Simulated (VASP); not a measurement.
Here is a VASP 6.6.1 calculation.

File INCAR:

```
PREC = Accurate ; ENCUT = 600
EDIFF = 1E-6 ; ISMEAR = -1
SIGMA = 0.05 ; LREAL = False
LASPH = True ; NELM = 150
ALGO = Normal ; ISIF = 3
LWAVE = False ; LCHARG = False
LMAXMIX = 4 ; LDAU = True
LDAUTYPE = 2 ; LDAUL = 2 -1
LDAUU = 6 0 ; LDAUJ = 0 0
LDAUPRINT = 1 ; GGA = PS
IBRION = 2 ; NSW = 60
EDIFFG = -0.01
```

KPOINTS

```
Automatic mesh
0
Gamma
  12 12 12
```

File POSCAR:

```
TiSi2
1.0
   -1.4728720000      1.7121300000      4.2120830000
    1.4728720000     -1.7121300000      4.2120830000
    1.4728720000      1.7121300000     -4.2120830000
Ti Si
1 2
Direct
    0.0000000000      0.0000000000      0.0000000000
    0.6700780000      0.6700780000      0.0000000000
    0.3299220000      0.3299220000      0.0000000000
```

Potentials or basis: VASP PAW PBE potentials, release 64 (Ti_sv, Si).

The run is started by

```console
$ cat potpaw_PBE.64/Ti_sv/POTCAR potpaw_PBE.64/Si/POTCAR > POTCAR
$ mpirun -np 1 vasp_std > vasp.out
```

Estimate the band gap on the k mesh.

zero (bands 10 and 11 overlap by 2.51 eV).

What does it give for the relaxed cell?

a = 4.814 Å, b = 4.814 Å, c = 4.814 Å, α = 143.70°, β = 138.34°, γ = 56.42°.

Step by step:
| step | energy change (eV) | largest force (eV/Å) | pressure (GPa) | volume (Å³) |
| --- | --- | --- | --- | --- |
| 1 | 0.0000 | 0.2051 | 3.70 | 42.49 |
| 2 | -0.0065 | 0.0624 | -2.96 | 44.53 |
| 3 | -0.0144 | 0.1183 | -0.26 | 43.64 |
| 4 | -0.0161 | 0.0738 | -0.11 | 43.59 |
| 5 | -0.0168 | 0.0263 | 0.08 | 43.54 |
| 6 | -0.0173 | 0.0170 | -0.04 | 43.57 |
| 7 | -0.0175 | 0.0087 | -0.18 | 43.62 |
| 8 | -0.0176 | 0.0053 | 0.21 | 43.49 |
| 9 | -0.0176 | 0.0068 | 0.08 | 43.54 |
| 10 | -0.0176 | 0.0070 | 0.05 | 43.55 |
| 11 | -0.0176 | 0.0031 | 0.03 | 43.55 |

Caveat: the PAW data sets were made with another functional, which shifts forces and pressure a little; U without spin polarisation on a metal has little footing; the U is typed as a test and isn't derived for this compound.
